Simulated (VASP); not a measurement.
Runs of VASP 6.6.1 on CsSnBr3. The structure is that of space group Pm-3m (No. 221), or close to it. The cells are those of the table. 

```csv
task,cell,k mesh,smearing,gap on the mesh (eV),pressure (GPa)
single point,"a = 5.687 Å, 5 atoms",6 × 6 × 6,gaussian 0.01 eV,none,1.0
single point,"a = 4.499 Å, 5 atoms",8 × 8 × 8,gaussian 0.1 eV,none,90.3
single point,"a = 4.999 Å, 5 atoms",8 × 8 × 8,gaussian 0.1 eV,none,25.2
single point,"a = 4.742 Å, 5 atoms",8 × 8 × 8,gaussian 0.1 eV,none,50.2
single point,"a = 5.516 Å, 5 atoms",6 × 6 × 6,gaussian 0.1 eV,none,4.0
single point,"a = 5.245 Å, 5 atoms",8 × 8 × 8,gaussian 0.1 eV,none,(c)
single point,"a = 5.763 Å, 5 atoms",6 × 6 × 6,gaussian 0.02 eV,0.21,0.0
single point,"a = 5.859 Å, 5 atoms",6 × 6 × 6,gaussian 0.01 eV,(b),(a)
relaxation of cell and atoms,"relaxed to 4 GPa from a = 5.537 Å, 5 atoms",6 × 6 × 6,gaussian 0.1 eV,none,4.0
```

Alike in all rows: level PBEsol; potentials or basis VASP PAW PBE potentials, release 64 (Cs_sv, Sn_d, Br); no spin polarisation; cutoff (eV) 500.

Q: Estimate the missing entries.

A: (a) -1.0; (b) 0.47; (c) 12.1.

Caveats: the PAW data sets were made with another functional, which shifts forces and pressure a little; spin-orbit coupling is left out, which moves the levels of the heavy elements; the cell stands under pressure (at least some runs); the cell is relaxed towards a set pressure, so the run minimises the enthalpy, not the energy (at least some runs).

A k mesh can miss the band edges, and the runs leave out spin-orbit coupling on Br, Cs, Sn.

A gap of «none» marks levels without a gap at the run's occupations.
